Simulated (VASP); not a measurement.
# BaTiO3 (Amm2) in VASP: further runs, part 2 of 2

VASP 6.6.1. Earlier steps stand in the parts before.

## 3. Single point, r2SCAN

This run uses another cell than the first one, of 13.64 Å³/atom.

Contents of POSCAR:

```
BaTiO3
1.0
    3.8373337438      0.0000000000      0.0000000000
    0.0000000000      2.9460111853      3.0164321852
    0.0000000000     -2.9460111853      3.0164321852
Ba Ti O
1 1 3
Direct
    0.0000000000      0.0239437718      0.0239437718
    0.5000000000      0.5425128692      0.5425128692
    0.0000000000      0.4737599542      0.4737599542
    0.5000000000      0.4894605678      0.9665428371
    0.5000000000      0.9665428371      0.4894605678
```

Contents of INCAR.step1:

```
PREC = Accurate
ENCUT = 520
ISMEAR = 0
SIGMA = 0.02
LREAL = False
LASPH = True
NELM = 100
NBANDS = 28
GGA = PE
ALGO = Normal
EDIFF = 1E-4
LWAVE = True
LCHARG = False
```

Contents of INCAR.step2:

```
PREC = Accurate
ENCUT = 520
EDIFF = 1E-7
ISMEAR = 0
SIGMA = 0.02
LREAL = False
LASPH = True
NELM = 100
ALGO = Normal
ISIF = 2
LWAVE = False
LCHARG = True
METAGGA = R2SCAN
LMIXTAU = True
LELF = True
LVHAR = True
NBANDS = 28
ISTART = 1
```

Contents of KPOINTS:

```
Automatic mesh
0
Gamma
  2 2 2
```

Potentials or basis: VASP PAW PBE potentials, release 64 (Ba_sv, Ti_sv, O).

On the command line:

```bash
$ cat potpaw_PBE.64/Ba_sv/POTCAR potpaw_PBE.64/Ti_sv/POTCAR potpaw_PBE.64/O/POTCAR > POTCAR
$ cp INCAR.step1 INCAR
$ mpirun -np 1 vasp_std > vasp.out
$ cp INCAR.step2 INCAR
$ mpirun -np 1 vasp_std > vasp.out
```

Run time: 57 s. Hardware: 1 thread of Intel Xeon Platinum 8259CL at 2.50GHz (Skylake/Cascade Lake), shared host; peak memory 0.18 GiB.

It converged, with:

```
Free energy            : -74.0865 eV
Pressure               : 1.8 GPa
Largest force          : 0.212 eV/Å
Band gap on the k mesh : 3.40 eV (least direct gap 4.16 eV)
```

Forces in eV/Å, atoms in the order of the input:
```
Ba   0.000  0.000 -0.073
Ti   0.000  0.000 -0.212
O    0.000  0.000  0.030
O    0.000 -0.092  0.128
O    0.000  0.092  0.128
```

Stress tensor (GPa, compression positive):
```
1.75 0.00 0.00
0.00 1.97 0.00
0.00 0.00 1.71
```

Levels at points of the mesh, in eV from the valence-band top:
```
           k point  band 18  band 19  band 20  band 21  band 22  band 23
(0.00, 0.00, 0.00)    -1.10    -1.00    -0.76     3.40     3.86     4.23
(0.50, 0.00, 0.00)    -1.61    -1.57    -1.36     3.85     4.18     4.93
(0.00, 0.50, 0.00)    -1.59    -1.30    -0.89     3.76     4.45     4.68
(0.50, 0.50, 0.00)    -0.99    -0.92    -0.09     4.40     4.43     4.96
(0.00, 0.50, 0.50)    -1.31    -0.99    -0.55     4.40     4.50     4.84
(0.50, 0.50, 0.50)    -0.52    -0.14     0.00     4.55     4.69     5.15
```

Caveat: the k points lie up to 0.82 Å⁻¹ apart; the PAW data sets were made with another functional, which shifts forces and pressure a little; spin-orbit coupling is left out, which moves the levels of the heavy elements. A k mesh can miss the band edges.

## 4. Single point, r2SCAN

This run uses another cell than the first one, of 13.04 Å³/atom.

Contents of POSCAR:

```
BaTiO3
1.0
    3.9600598319      0.0000000000      0.0000000000
    0.0000000000      2.8606067524      2.8782884337
    0.0000000000     -2.8606067524      2.8782884337
Ba Ti O
1 1 3
Direct
    0.0000000000      0.0086799117      0.0086799117
    0.5000000000      0.5248200818      0.5248200818
    0.0000000000      0.4895905921      0.4895905921
    0.5000000000      0.4935700260      0.9795593883
    0.5000000000      0.9795593883      0.4935700260
```

INCAR.step1, as its differences from that of step 3:

```diff
@@ -6,3 +6,3 @@
 LASPH = True
-NELM = 100
+NELM = 60
 NBANDS = 28
```

Contents of INCAR.step2:

```
PREC = Accurate
ENCUT = 520
EDIFF = 1E-7
ISMEAR = 0
SIGMA = 0.02
LREAL = False
LASPH = True
NELM = 60
ALGO = Normal
ISIF = 2
LWAVE = False
LCHARG = False
METAGGA = R2SCAN
LMIXTAU = True
NBANDS = 28
ISTART = 1
```

Contents of KPOINTS:

```
Automatic mesh
0
Gamma
  4 4 4
```

On the command line:

```bash
$ cat potpaw_PBE.64/Ba_sv/POTCAR potpaw_PBE.64/Ti_sv/POTCAR potpaw_PBE.64/O/POTCAR > POTCAR
$ cp INCAR.step1 INCAR
$ mpirun -np 1 vasp_std > vasp.out
$ cp INCAR.step2 INCAR
$ mpirun -np 1 vasp_std > vasp.out
```

Wall time 3 min (1 thread of Intel Xeon Platinum 8259CL at 2.50GHz (Skylake/Cascade Lake), shared host); peak memory 0.19 GiB.

Results (log left out):

* Free energy: -74.2640 eV
* Pressure: 1.9 GPa
* Largest force: 0.179 eV/Å
* Band gap on the k mesh: 2.67 eV (least direct gap 3.16 eV)

Forces on the atoms (eV/Å):
```
Ba   0.000  0.000 -0.028
Ti   0.000  0.000 -0.179
O    0.000  0.000  0.022
O    0.000 -0.076  0.092
O    0.000  0.076  0.092
```

Stress tensor (GPa, compression positive):
```
1.81 0.00 0.00
0.00 1.98 0.00
0.00 0.00 1.86
```

Levels at points of the mesh, in eV from the valence-band top:
```csv
k point,band 18,band 19,band 20,band 21,band 22,band 23
"(0.00, 0.00, 0.00)",-0.60,-0.57,-0.49,2.67,2.91,2.98
"(0.50, 0.00, 0.00)",-1.53,-1.28,-1.16,3.07,4.06,4.28
"(0.00, 0.50, 0.00)",-1.68,-1.02,-0.84,2.90,4.13,4.14
"(0.50, 0.50, 0.00)",-0.98,-0.94,-0.08,4.17,4.19,4.55
"(0.00, 0.50, 0.50)",-0.97,-0.88,-0.30,4.12,4.18,4.44
"(0.50, 0.50, 0.50)",-0.22,-0.03,0.00,4.64,4.68,4.83
```

Caveat: the PAW data sets were made with another functional, which shifts forces and pressure a little; spin-orbit coupling is left out, which moves the levels of the heavy elements. A k mesh can miss the band edges.

## 5. Single point, r2SCAN

This run uses another cell than the first one, of 13.02 Å³/atom.

Contents of POSCAR:

```
BaTiO3
1.0
    3.9634821796      0.0000000000      0.0000000000
    0.0000000000      2.8581504138      2.8740508171
    0.0000000000     -2.8581504138      2.8740508171
Ba Ti O
1 1 3
Direct
    0.0000000000      0.0083774812      0.0083774812
    0.5000000000      0.5237319999      0.5237319999
    0.0000000000      0.4902095941      0.4902095941
    0.5000000000      0.4939538295      0.9799470952
    0.5000000000      0.9799470952      0.4939538295
```

Contents of INCAR.step1:

```
SYSTEM = BaTiO3
PREC = Accurate
ENCUT = 520
ISMEAR = 0
SIGMA = 0.02
LREAL = .FALSE.
LASPH = .TRUE.
NELM = 100
NBANDS = 28
GGA = PE
ALGO = Normal
EDIFF = 1E-4
LWAVE = .TRUE.
LCHARG = .FALSE.
```

Contents of INCAR.step2:

```
SYSTEM = BaTiO3
PREC = Accurate
ENCUT = 520
EDIFF = 1E-6
ISMEAR = 0
SIGMA = 0.02
LREAL = .FALSE.
LASPH = .TRUE.
NELM = 100
ALGO = Normal
ISIF = 2
LWAVE = .FALSE.
LCHARG = .FALSE.
METAGGA = R2SCAN
LMIXTAU = .TRUE.
NBANDS = 28
ISTART = 1
```

Contents of KPOINTS:

```
Automatic mesh
0
G
  6 6 6
  0 0 0
```

On the command line:

```bash
$ cat potpaw_PBE.64/Ba_sv/POTCAR potpaw_PBE.64/Ti_sv/POTCAR potpaw_PBE.64/O/POTCAR > POTCAR
$ cp INCAR.step1 INCAR
$ mpirun -np 1 vasp_std > vasp.out
$ cp INCAR.step2 INCAR
$ mpirun -np 1 vasp_std > vasp.out
```

Run time: 4.8 min. Hardware: 1 thread of Intel Xeon Platinum 8259CL at 2.50GHz (Skylake/Cascade Lake), shared host; peak memory 0.23 GiB.

Results (log left out):

```yaml
Free_energy: -74.2666 eV
Pressure: 1.9 GPa
Largest_force: 0.165 eV/Å
Band_gap_on_the_k_mesh: 2.64 eV (least direct gap 3.11 eV)
```

Forces in eV/Å, atoms in the order of the input:
```
Ba   0.000  0.000 -0.038
Ti   0.000  0.000 -0.165
O    0.000  0.000  0.016
O    0.000 -0.083  0.093
O    0.000  0.083  0.093
```

Stress tensor (GPa, compression positive):
```
1.84 0.00 0.00
0.00 2.00 0.00
0.00 0.00 1.89
```

Levels at points of the mesh, in eV from the valence-band top:
| k point | band 18 | band 19 | band 20 | band 21 | band 22 | band 23 |
| --- | --- | --- | --- | --- | --- | --- |
| (0.00, 0.00, 0.00) | -0.57 | -0.55 | -0.47 | 2.64 | 2.86 | 2.93 |
| (0.50, 0.00, 0.00) | -1.53 | -1.25 | -1.14 | 3.03 | 4.05 | 4.26 |
| (0.00, 0.50, 0.00) | -1.69 | -1.00 | -0.83 | 2.86 | 4.11 | 4.13 |
| (0.50, 0.50, 0.00) | -0.98 | -0.94 | -0.08 | 4.16 | 4.18 | 4.53 |
| (0.00, 0.50, 0.50) | -0.96 | -0.88 | -0.29 | 4.11 | 4.16 | 4.44 |
| (0.50, 0.50, 0.50) | -0.21 | -0.03 | 0.00 | 4.64 | 4.68 | 4.82 |

Caveat: the PAW data sets were made with another functional, which shifts forces and pressure a little; spin-orbit coupling is left out, which moves the levels of the heavy elements. A k mesh can miss the band edges.

## 6. Single point, r2SCAN

This run uses another cell than the first one, of 13.02 Å³/atom.

Contents of POSCAR:

```
BaTiO3
1.0
    3.9634101709      0.0000000000      0.0000000000
    0.0000000000      2.8582389199      2.8741647172
    0.0000000000     -2.8582389199      2.8741647172
Ba Ti O
1 1 3
Direct
    0.0000000000      0.0083630621      0.0083630621
    0.5000000000      0.5237434668      0.5237434668
    0.0000000000      0.4901970308      0.4901970308
    0.5000000000      0.4939721093      0.9799443310
    0.5000000000      0.9799443310      0.4939721093
```

Contents of INCAR.step1:

```
ALGO = Normal ; EDIFF = 1E-4
ENCUT = 520 ; GGA = PE
ISMEAR = 0 ; LASPH = True
LCHARG = False ; LREAL = False
LWAVE = True ; NBANDS = 28
NELM = 100 ; PREC = Accurate
SIGMA = 0.02
```

Contents of INCAR.step2:

```
ALGO = Normal ; EDIFF = 1E-6
ENCUT = 520 ; ISIF = 2
ISMEAR = 0 ; ISTART = 1
LASPH = True ; LCHARG = False
LMIXTAU = True ; LREAL = False
LWAVE = False ; METAGGA = R2SCAN
NBANDS = 28 ; NELM = 100
PREC = Accurate ; SIGMA = 0.02
```

Contents of KPOINTS:

```
k-points
0
Gamma
  8 8 8
```

Potentials or basis: VASP PAW PBE potentials, release 64 (Ba_sv, Ti_sv, O).

On the command line:

```bash
$ cat potpaw_PBE.64/Ba_sv/POTCAR potpaw_PBE.64/Ti_sv/POTCAR potpaw_PBE.64/O/POTCAR > POTCAR
$ cp INCAR.step1 INCAR
$ mpirun -np 1 vasp_std > vasp.out
$ cp INCAR.step2 INCAR
$ mpirun -np 1 vasp_std > vasp.out
```

Wall time 11 min (1 thread of Intel Xeon Platinum 8259CL at 2.50GHz (Skylake/Cascade Lake), shared host); peak memory 0.31 GiB.

It converged, with:

```
Free energy            : -74.2666 eV
Pressure               : 1.9 GPa
Largest force          : 0.165 eV/Å
Band gap on the k mesh : 2.64 eV (least direct gap 3.11 eV)
```

Forces in eV/Å, atoms in the order of the input:
```
Ba   0.000  0.000 -0.037
Ti   0.000  0.000 -0.165
O    0.000  0.000  0.016
O    0.000 -0.083  0.093
O    0.000  0.083  0.093
```

Stress tensor (GPa, compression positive):
```
1.84 0.00 0.00
0.00 1.99 0.00
0.00 0.00 1.88
```

Levels at points of the mesh, in eV from the valence-band top:
| k point | band 17 | band 18 | band 19 | band 20 | band 21 | band 22 | band 23 | band 24 |
| --- | --- | --- | --- | --- | --- | --- | --- | --- |
| (0.00, 0.00, 0.00) | -1.16 | -0.57 | -0.55 | -0.47 | 2.64 | 2.86 | 2.93 | 4.69 |
| (0.50, 0.00, 0.00) | -1.68 | -1.53 | -1.25 | -1.14 | 3.03 | 4.05 | 4.26 | 4.68 |
| (0.00, 0.50, 0.00) | -1.85 | -1.69 | -1.00 | -0.83 | 2.86 | 4.11 | 4.13 | 4.68 |
| (0.50, 0.50, 0.00) | -1.77 | -0.98 | -0.94 | -0.08 | 4.16 | 4.18 | 4.53 | 5.18 |
| (0.00, 0.50, 0.50) | -1.67 | -0.96 | -0.88 | -0.29 | 4.11 | 4.16 | 4.44 | 5.49 |
| (0.50, 0.50, 0.50) | -2.42 | -0.21 | -0.03 | 0.00 | 4.64 | 4.68 | 4.82 | 7.03 |

Caveat: the PAW data sets were made with another functional, which shifts forces and pressure a little; spin-orbit coupling is left out, which moves the levels of the heavy elements. A k mesh can miss the band edges.

## 7. The runs side by side

```tsv
cell	k mesh	gap on the mesh (eV)	pressure (GPa)	largest force (eV/Å)
a = 3.804, b = 5.239, c = 5.239 Å, angles 69.1, 90.0, 90.0°, 5 atoms, atomic positions A	1 × 1 × 1	-	2.1	0.16
a = 3.837, b = 4.216, c = 4.216 Å, angles 88.6, 90.0, 90.0°, 5 atoms, atomic positions B	2 × 2 × 2	3.40	1.8	0.21
a = 3.960, b = 4.058, c = 4.058 Å, angles 89.6, 90.0, 90.0°, 5 atoms, atomic positions C	4 × 4 × 4	2.67	1.9	0.18
a = 3.963, b = 4.053, c = 4.053 Å, angles 89.7, 90.0, 90.0°, 5 atoms, atomic positions C	6 × 6 × 6	2.64	1.9	0.16
a = 3.963, b = 4.053, c = 4.053 Å, angles 89.7, 90.0, 90.0°, 5 atoms, atomic positions C	8 × 8 × 8	2.64	1.9	0.17
```

Alike in all rows: task single point; level r2SCAN; potentials or basis VASP PAW PBE potentials, release 64 (Ba_sv, Ti_sv, O); no spin polarisation; cutoff (eV) 520; smearing gaussian 0.02 eV.

Caveats: some runs use coarse meshes; the PAW data sets were made with another functional, which shifts forces and pressure a little; spin-orbit coupling is left out, which moves the levels of the heavy elements.

Absolute energies hang on the potentials; compare differences alone.
